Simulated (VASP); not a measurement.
# TaF3 (Pm-3m) in VASP: notebook

Runs on TaF3. Level: PBE. Tasks: single point, relaxation of cell and atoms.

All numbers are computed with VASP 6.6.1; they aren't measurements. Logs are shortened: lines on timing, memory, paths and dates and some standing lists are left out, and cuts for length are marked.

## 1. The cell of the first run

The structure is cubic, space group Pm-3m (No. 221). Conventional cell: a = 4.124 Å, b = 4.124 Å, c = 4.124 Å, α = 90.00°, β = 90.00°, γ = 90.00°. Ta (site symmetry m-3m) has 6 F at 2.06 Å within 2.7 Å. Within 2.7 Å of F (site symmetry 4/mmm) lie 2 Ta at 2.06 Å.

## 2. Single point, PBE

The input, INCAR:

```
SYSTEM = TaF3
PREC = Accurate
ENCUT = 600
EDIFF = 1E-6
ISMEAR = -1
SIGMA = 0.0255
LREAL = .False.
LASPH = .True.
NELM = 120
ALGO = Normal
ISIF = 2
LWAVE = .False.
LCHARG = .True.
GGA = PE
LELF = .True.
LVHAR = .True.
NBANDS = 24
GGA_COMPAT = .False.
```

The input, KPOINTS:

```
regular mesh
0
Gamma
  9 9 9
  0 0 0
```

The input, POSCAR:

```
TaF3
1.0
    4.1244350186      0.0000000000      0.0000000000
    0.0000000000      4.1244350186      0.0000000000
    0.0000000000      0.0000000000      4.1244350186
Ta F
1 3
Direct
    0.0000000000      0.0000000000      0.0000000000
    0.5000000000      0.0000000000      0.0000000000
    0.0000000000      0.5000000000      0.0000000000
    0.0000000000      0.0000000000      0.5000000000
```

Potentials or basis: VASP PAW PBE potentials, release 64 (Ta_pv, F).

On the command line:

```bash
> cat potpaw_PBE.64/Ta_pv/POTCAR potpaw_PBE.64/F/POTCAR > POTCAR
> mpirun -np 1 vasp_std > vasp.out
```

OUTCAR:

```text
SYSTEM = TaF3
   PREC = Accurate
   ENCUT = 600
   EDIFF = 1E-6
   ISMEAR = -1
   LREAL = .False.
   LASPH = .True.
   NELM = 120
   ISIF = 2
   GGA = PE

 ion  position               nearest neighbor table
   1  0.000  0.000  0.000-   2 2.06   3 2.06   4 2.06   4 2.06   3 2.06   2 2.06
   2  0.500  0.000  0.000-   1 2.06   1 2.06
   3  0.000  0.500  0.000-   1 2.06   1 2.06
   4  0.000  0.000  0.500-   1 2.06   1 2.06

  LATTYP: Found a simple cubic cell.
 ALAT       =     4.1244350186

  Lattice vectors:

 A1 = (   4.1244350186,   0.0000000000,   0.0000000000)
 A2 = (   0.0000000000,   4.1244350186,   0.0000000000)
 A3 = (   0.0000000000,   0.0000000000,   4.1244350186)

Analysis of symmetry for initial positions (statically):
=====================================================================
 Subroutine PRICEL returns:
 Original cell was already a primitive cell.

 Routine SETGRP: Setting up the symmetry group for a
 simple cubic supercell.

 Subroutine GETGRP returns: Found 48 space group operations
 (whereof 48 operations were pure point group operations)
 out of a pool of 48 trial point group operations.

The static configuration has the point symmetry O_h .

Analysis of symmetry for dynamics (positions and initial velocities):
=====================================================================
 Subroutine PRICEL returns:
 Original cell was already a primitive cell.

 Routine SETGRP: Setting up the symmetry group for a
 simple cubic supercell.

 Subroutine GETGRP returns: Found 48 space group operations
 (whereof 48 operations were pure point group operations)
 out of a pool of 48 trial point group operations.

The dynamic configuration has the point symmetry O_h .

 Subroutine INISYM returns: Found 48 space group operations
 (whereof 48 operations are pure point group operations),
 and found     1 'primitive' translations

----------------------------------------------------------------------------------------

                                     Primitive cell

  volume of cell :      70.1606

  direct lattice vectors                    reciprocal lattice vectors
     4.124435019  0.000000000  0.000000000     0.242457451  0.000000000  0.000000000
     0.000000000  4.124435019  0.000000000     0.000000000  0.242457451  0.000000000
     0.000000000  0.000000000  4.124435019     0.000000000  0.000000000  0.242457451

  length of vectors
     4.124435019  4.124435019  4.124435019     0.242457451  0.242457451  0.242457451

  position of ions in fractional coordinates (direct lattice)
     0.000000000  0.000000000  0.000000000
     0.500000000  0.000000000  0.000000000
     0.000000000  0.500000000  0.000000000
     0.000000000  0.000000000  0.500000000

  ion indices of the primitive-cell ions
   primitive index   ion index
                 1           1
                 2           2
                 3           3
                 4           4

----------------------------------------------------------------------------------------

 KPOINTS: regular mesh

Automatic generation of k-mesh.
 Grid dimensions read from file:
 generate k-points for:    9    9    9

 Generating k-lattice:

  Cartesian coordinates                     Fractional coordinates (reciprocal lattice)
     0.026939717  0.000000000  0.000000000     0.111111111  0.000000000  0.000000000
     0.000000000  0.026939717  0.000000000     0.000000000  0.111111111  0.000000000
     0.000000000  0.000000000  0.026939717     0.000000000  0.000000000  0.111111111

  Length of vectors
     0.026939717  0.026939717  0.026939717

  Shift w.r.t. Gamma in fractional coordinates (k-lattice)
     0.000000000  0.000000000  0.000000000

 Subroutine IBZKPT returns following result:
 ===========================================

 Found     35 irreducible k-points:

 Following reciprocal coordinates:
            Coordinates               Weight
  0.000000  0.000000  0.000000      1.000000
  0.111111  0.000000  0.000000      6.000000
  0.222222  0.000000  0.000000      6.000000
  0.333333  0.000000  0.000000      6.000000
  0.444444  0.000000  0.000000      6.000000
  0.111111  0.111111  0.000000     12.000000
[... 16 lines left out ...]
  0.333333  0.333333  0.111111     24.000000
  0.444444  0.333333  0.111111     48.000000
 [... further k-points ...]
   k-points           NKPTS =     35   k-points in BZ     NKDIM =     35   number of bands    NBANDS=     24
   number of dos      NEDOS =    301   number of ions     NIONS =      4
   total plane-waves  NPLWV =  46656
   dimension x,y,z NGX =    36 NGY =   36 NGZ =   36
   dimension x,y,z NGXF=    72 NGYF=   72 NGZF=   72
   ions per type =               1   3
   NGX,Y,Z   is equivalent  to a cutoff of  14.51, 14.51, 14.51 a.u.
   NGXF,Y,Z  is equivalent  to a cutoff of  29.02, 29.02, 29.02 a.u.
 SYSTEM =  TaF3
   PREC   = accura    normal or accurate (medium, high low for compatibility)
   ISTART =      0    job   : 0-new  1-cont  2-samecut
   ICHARG =      2    charge: 1-file 2-atom 10-const
   ISPIN  =      1    spin polarized calculation?
   LNONCOLLINEAR =      F non collinear calculations
   LSORBIT =      F    spin-orbit coupling
   LASPH  =      T    aspherical Exc in radial PAW
   ENCUT  =  600.0 eV  44.10 Ry    6.64 a.u.   8.24  8.24  8.24*2*pi/ulx,y,z
   NELM   =    120;   NELMIN=  2; NELMDL= -5     # of ELM steps
   EDIFF  = 0.1E-05   stopping-criterion for ELM
   LREAL  =      F    real-space projection
   EDIFFG = 0.1E-04   stopping-criterion for IOM
   NSW    =      0    number of steps for IOM
   IBRION =     -1    ionic relax: 0-MD 1-quasi-New 2-CG
   NFREE  =      0    steps in history (QN), initial steepest desc. (CG)
   ISIF   =      2    stress and relaxation
   ISYM   =      2    0-nonsym 1-usesym 2-fastsym
   POTIM  = 0.5000    time-step for ionic-motion
   TEBEG  =    0.0;   TEEND  =   0.0 temperature during run
   PSTRESS=    0.0 pullay stress
   NELECT =      32.0000    total number of electrons
   NUPDOWN=      -1.0000    fix difference up-down
   EMIN   =  10.00;   EMAX   =-10.00  energy-range for DOS
   EFERMI =   0.00;   METHOD = LEGACY
   ISMEAR =    -1;   SIGMA  =   0.03  broadening in eV -4-tet -1-fermi 0-gaus
   EFERMI_NEDOS =   21; number of points for ismear=-14 and -15
   IALGO  =     38    algorithm
   IMIX   =      4    mixing-type and parameters
     AMIX     =   0.40;   BMIX     =  1.00
     AMIX_MAG =   1.60;   BMIX_MAG =  1.00
  volume/ion in A,a.u.               =      17.54       118.37
  Fermi-wavevector in a.u.,A,eV,Ry     =   1.260164  2.381364 21.606228  1.588013
  Thomas-Fermi vector in A             =   2.393687
   LORBIT       =      0    0 simple, 1 ext, 2 COOP (PROOUT), +10 PAW based schemes
   GGA     = PE    functional components
   LHFCALC =     F    Hartree Fock is set to
   AEXX    =    0.0000 exact exchange contribution
   IVDW    =     0    specifies the selected vdW correction
   LEPSILON=     F    determine dielectric tensor
   LRPA    =     F    only Hartree local field effects (RPA)
 non-spin polarized calculation
  energy-cutoff  :      600.00
  volume of cell :       70.16
 maximum number of plane-waves:      2357
 NGX is ok and might be reduce to    36
   NGX = 17   NGY = 17   NGZ = 17

 number of electron      31.9999984 magnetization

 Free energy of the ion-electron system (eV)
  ---------------------------------------------------
  ext. energy  EPLUGINS =         0.00000000
  ---------------------------------------------------
  free energy    TOTEN  =       -26.78959171 eV

  energy without entropy =      -26.77756319  energy(sigma->0) =      -26.78357745

 E-fermi :   3.2939     XC(G=0):  -8.2902

 val. band max:        3.2864729584   @ k =   0.4444   0.3333   0.0000
 cond. band min:       3.3012109489   @ k =   0.2222   0.2222   0.2222
 fundamental gap:      0.0147379905
 Fermi energy:         3.2938939270

 k-point     1 :       0.0000    0.0000    0.0000
  band No.  band energies     occupation
      1     -33.6715      2.00000
      2     -33.6715      2.00000
      3     -33.6715      2.00000
      4     -24.3817      2.00000
      5     -24.1000      2.00000
      6     -24.1000      2.00000
[... 16 lines left out ...]
     23      12.0732      0.00000
     24      12.0732      0.00000

 k-point     2 :       0.1111    0.0000    0.0000
  band No.  band energies     occupation
      1     -33.6906      2.00000
      2     -33.6712      2.00000
      3     -33.6712      2.00000
      4     -24.3547      2.00000
      5     -24.0996      2.00000
      6     -24.0538      2.00000
[... 16 lines left out ...]
     23      11.4885      0.00000
     24      12.1614      0.00000

 k-point     3 :       0.2222    0.0000    0.0000
  band No.  band energies     occupation
      1     -33.7383      2.00000
      2     -33.6705      2.00000
      3     -33.6705      2.00000
      4     -24.3144      2.00000
      5     -24.0985      2.00000
      6     -23.9058      2.00000
[... 16 lines left out ...]
     23      11.6445      0.00000
     24      12.3971      0.00000

 k-point     4 :       0.3333    0.0000    0.0000
  band No.  band energies     occupation
      1     -33.7913      2.00000
      2     -33.6697      2.00000
      3     -33.6697      2.00000
      4     -24.2931      2.00000
      5     -24.0973      2.00000
      6     -23.7076      2.00000
[... 16 lines left out ...]
     23      12.0916      0.00000
     24      12.6921      0.00000

 k-point     5 :       0.4444    0.0000    0.0000
  band No.  band energies     occupation
      1     -33.8252      2.00000
      2     -33.6692      2.00000
      3     -33.6692      2.00000
      4     -24.2849      2.00000
      5     -24.0965      2.00000
      6     -23.5691      2.00000
[... 451 lines left out ...]
 k-point    22 :       0.4444    0.2222    0.1111
  band No.  band energies     occupation
      1     -33.8238      2.00000
      2     -33.7356      2.00000
      3     -33.6872      2.00000
      4     -24.1394      2.00000
      5     -23.9072      2.00000
      6     -23.5670      2.00000
[... 16 lines left out ...]
     23      10.9326      0.00000
     24      11.7536      0.00000

 k-point    23 :       0.3333    0.3333    0.1111
  band No.  band energies     occupation
      1     -33.7892      2.00000
      2     -33.7889      2.00000
      3     -33.6869      2.00000
      4     -24.1263      2.00000
      5     -23.7267      2.00000
      6     -23.6873      2.00000
[... 16 lines left out ...]
     23       9.2979      0.00000
     24      11.7012      0.00000

 k-point    24 :       0.4444    0.3333    0.1111
  band No.  band energies     occupation
      1     -33.8229      2.00000
      2     -33.7885      2.00000
      3     -33.6864      2.00000
      4     -24.1203      2.00000
      5     -23.7068      2.00000
      6     -23.5656      2.00000
[... 16 lines left out ...]
     23       9.8473      0.00000
     24      10.8573      0.00000

 [... further k-points ...]

------------------------ aborting loop because EDIFF is reached ----------------------------------------

  FORCE on cell =-STRESS in cart. coord.  units (eV):
  Direction    XX          YY          ZZ          XY          YZ          ZX
  --------------------------------------------------------------------------------------
  -------------------------------------------------------------------------------------
  Total       -0.0188859     -0.0188859     -0.0188859      0.0000000      0.0000000      0.0000000
  in kB       -0.4312767     -0.4312767     -0.4312767      0.0000000      0.0000000      0.0000000
  external PRESSURE =      -0.4312767 kB  Pullay stress =       0.0000000 kB

 VOLUME and BASIS-vectors are now :
 -----------------------------------------------------------------------------
  energy-cutoff  :      600.00
  volume of cell :       70.16
      direct lattice vectors                 reciprocal lattice vectors
     4.124435019  0.000000000  0.000000000     0.242457451  0.000000000  0.000000000
     0.000000000  4.124435019  0.000000000     0.000000000  0.242457451  0.000000000
     0.000000000  0.000000000  4.124435019     0.000000000  0.000000000  0.242457451

 POSITION                                       TOTAL-FORCE (eV/Angst)
 -----------------------------------------------------------------------------------
      0.00000      0.00000      0.00000         0.000000      0.000000      0.000000
      2.06222      0.00000      0.00000         0.000000      0.000000      0.000000
      0.00000      2.06222      0.00000         0.000000      0.000000      0.000000
      0.00000      0.00000      2.06222         0.000000      0.000000      0.000000
 -----------------------------------------------------------------------------------
    total drift:                                0.000000      0.000000     -0.000000

  FREE ENERGIE OF THE ION-ELECTRON SYSTEM (eV)
  ---------------------------------------------------
  free  energy   TOTEN  =       -26.7895917125 eV

  energy  without entropy=      -26.7775631865  energy(sigma->0) =      -26.78357745
```

It took 48 s on 1 thread of Intel Xeon Platinum 8488C (Sapphire Rapids), shared host; peak memory 0.23 GiB.

What came out:

```
Free energy            : -26.7896 eV
Pressure               : 0.0 GPa
Band gap on the k mesh : zero (band 16 reaches 4.47 eV, above the bottom of band 17 at 2.35 eV)
```

Caveat: spin-orbit coupling is left out, which moves the levels of the heavy elements.

## 3. Relaxation of cell and atoms, PBE

This run uses another cell than the first one, of 14.96 Å³/atom, 0.853 times its volume.

The input, INCAR:

```
SYSTEM = TaF3
  PREC = Accurate
  ENCUT = 600
  EDIFF = 1E-7
  ISMEAR = -1
  SIGMA = 0.0255
  LREAL = .FALSE.
  LASPH = .TRUE.
  NELM = 120
  ALGO = Normal
  ISIF = 3
  LWAVE = .FALSE.
  LCHARG = .FALSE.
  GGA = PE
  IBRION = 2
  NSW = 100
  EDIFFG = -0.01
  GGA_COMPAT = .FALSE.
  NELMIN = 4
```

The input, KPOINTS:

```
regular mesh
0
G
  9 9 9
  0 0 0
```

The input, POSCAR:

```
TaF3
1.0
    3.9110630000      0.0000000000      0.0000000000
    0.0000000000      3.9110630000      0.0000000000
    0.0000000000      0.0000000000      3.9110630000
Ta F
1 3
Direct
    0.0000000000      0.0000000000      0.0000000000
    0.5000000000      0.0000000000      0.0000000000
    0.0000000000      0.5000000000      0.0000000000
    0.0000000000      0.0000000000      0.5000000000
```

Potentials or basis: VASP PAW PBE potentials, release 64 (Ta_pv, F).

On the command line:

```bash
> cat potpaw_PBE.64/Ta_pv/POTCAR potpaw_PBE.64/F/POTCAR > POTCAR
> mpirun -np 1 vasp_std > vasp.out
```

Wall time 89 s (1 thread of Intel Xeon Platinum 8488C (Sapphire Rapids), shared host); peak memory 0.21 GiB.

It converged, with:

```yaml
Free_energy: -26.7692 eV
Relaxed_volume: 17.55 Å³/atom
Relaxed_cell: a = 4.125 Å, b = 4.125 Å, c = 4.125 Å, α = 90.00°, β = 90.00°, γ = 90.00°
Space_group_after_relaxing_to_0.05_Å: Pm-3m (No. 221)
Energy_gained_by_relaxing: 169.4 meV/atom
Ionic_steps: 4
Pressure_after_relaxing: 0.0 GPa
Band_gap_on_the_k_mesh: zero (band 16 reaches 4.47 eV, above the bottom of band 17 at 2.35 eV)
```

Step by step:
```
step  energy change (eV)  largest force (eV/Å)  pressure (GPa)  volume (Å³)
   1              0.0000                0.0000           24.23        59.83
   2             -0.2068                0.0000          -11.65        81.62
   3             -0.6775                0.0000           -0.29        70.41
   4             -0.6777                0.0000            0.04        70.19
```

Final structure:
```
Ta F
1.0
     4.12493    0.00000    0.00000
     0.00000    4.12493    0.00000
     0.00000    0.00000    4.12493
Ta F
1 3
Direct
  0.00000 0.00000 0.00000
  0.50000 0.00000 0.00000
  0.00000 0.50000 0.00000
  0.00000 0.00000 0.50000
```

Levels at points of the mesh, in eV from the Fermi level:
```csv
k point,band 14,band 15,band 16,band 17,band 18,band 19
"(0.00, 0.00, 0.00)",-8.08,-8.08,-0.94,-0.94,-0.94,-0.15
```

Caveat: the volume moved by over 15 % at a fixed basis, so the end points are rough; spin-orbit coupling is left out, which moves the levels of the heavy elements; the volume moved by +17 % from the deposited cell, more than functionals usually miss.
